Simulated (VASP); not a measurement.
Hf, 6 atoms in the cell. The cell holds a slab with vacuum, 6 atoms: a = 3.119 Å, b = 4.942 Å, c = 22.303 Å, α = 90.00°, β = 90.00°, γ = 90.00°. 

| Property | Result |
| --- | --- |
| Program | VASP 6.6.1 |
| Task | single point |
| Functional | LDA |
| Potentials or basis | VASP PAW LDA potentials, release 64 (Hf_pv) |
| Cutoff | 520 eV |
| k mesh | 12 × 8 × 1 |
| Occupations | fermi-dirac, width 0.05 eV |
| Spin | no spin polarisation |
| Dipole correction | yes |
| Further INCAR settings | ALGO = Normal; EDIFF = 1e-06; NBANDS = 39 |

Potentials or basis: VASP PAW LDA potentials, release 64 (Hf_pv).

The run is started by

```bash
$ cat potpaw_LDA.64/Hf_pv/POTCAR > POTCAR
$ mpirun -np 1 vasp_std > vasp.out
```

Hardware: 1 thread of Intel(R) Xeon(R) 6975P-C (Granite Rapids) (shared host).

How long does it take, and how much memory?

Run time: 7.5 min on 1 thread of Intel(R) Xeon(R) 6975P-C (Granite Rapids), on a shared host, peak memory 0.52 GiB. Counts: scf iterations 28, k points 35.
